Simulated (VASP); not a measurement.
A run of VASP 6.6.1 is set up as follows.

INCAR

```
SYSTEM = Co14NiW5
  PREC = Accurate
  ENCUT = 520
  EDIFF = 1E-7
  ISMEAR = -1
  SIGMA = 0.05
  LREAL = Auto
  LASPH = .True.
  NELM = 60
  ALGO = Normal
  ISIF = 2
  LWAVE = .False.
  LCHARG = .False.
  GGA = PE
  ISYM = 0
  NBANDS = 119
```

Contents of KPOINTS:

```
Automatic mesh
0
Gamma
  1 1 1
  0.25 0.25 0.25
```

File POSCAR:

```
Co14NiW5
1.0
    6.4067140000     -0.0639040000     -0.2633820000
   -0.0639040000      6.1558140000      0.0545630000
   -0.2633820000      0.0545630000      6.6380590000
Co W Ni
14 5 1
Direct
    0.7585324149      0.9163614676      0.5219380174
    0.4588086446      0.2230758084      0.6693826091
    0.2447234945      0.5156100832      0.7910862995
    0.3055196481      0.3319577330      0.2946844501
    0.4621243076      0.6094940278      0.5193945100
    0.5397691542      0.0489781786      0.1481562732
    0.3144141790      0.7028949674      0.1553368202
    0.8063008507      0.1390328574      0.8597481705
    0.9906414504      0.4764400343      0.0656803636
    0.5543476161      0.4102345356      1.0247701259
    0.3093354764      0.9486056750      0.4561823908
    0.7154700881      0.6984094930      0.2064304679
    0.8114265159      0.5263878718      0.7172180659
    0.2241540456      0.1729357750      0.9459134434
    0.0654552678      0.6241676137      0.4403921812
    0.0343401307      0.8370556597      0.8216286273
    0.5486632481      0.8327303059      0.8387350519
    0.9701711235      1.0002694738      0.2016565245
    0.7037405268      0.3184536291      0.4026084737
    0.0508599852      0.2069359353      0.5674546670
```

Potentials or basis: VASP PAW PBE potentials, release 64 (Co, W_sv, Ni).

Run with:

```bash
$ cat potpaw_PBE.64/Co/POTCAR potpaw_PBE.64/W_sv/POTCAR potpaw_PBE.64/Ni/POTCAR > POTCAR
$ mpirun -np 1 vasp_std > vasp.out
```

Question: Predict the pressure.

Answer: -17.7 GPa.

Question: Estimate the largest force.

Answer: 1.388 eV/Å.

Forces in eV/Å, atoms in the order of the input:
```
Co  -0.641 -0.361 -0.127
Co   0.370  0.250 -0.143
Co  -0.282 -0.036  0.359
Co  -0.338 -0.858  0.206
Co   1.350  0.205 -0.253
Co   0.499 -0.723  0.739
Co   0.141 -0.001 -0.555
Co   0.112  0.930 -0.189
Co  -0.346 -0.300  0.445
Co   0.400  0.122 -0.465
Co  -0.014  0.319 -0.146
Co  -0.436  0.127  0.287
Co  -0.588 -0.062  0.190
Co  -0.148 -0.115  0.394
W   -0.212 -0.399 -0.440
W    0.623  0.157  0.193
W   -0.758 -0.557 -0.198
W    0.489  1.233  0.114
W   -0.627  0.269 -0.782
Ni   0.405 -0.199  0.372
```

Caveat: the k points lie up to 1.02 Å⁻¹ apart, too coarse for converged energies, forces and pressures; the atoms stand as in a frame of molecular dynamics; spin-orbit coupling is left out, which moves the levels of the heavy elements; the run has no spin polarisation, though such a crystal can be magnetic. Spin polarisation is off, so any magnetic state and its effect on volume and gap are missing.
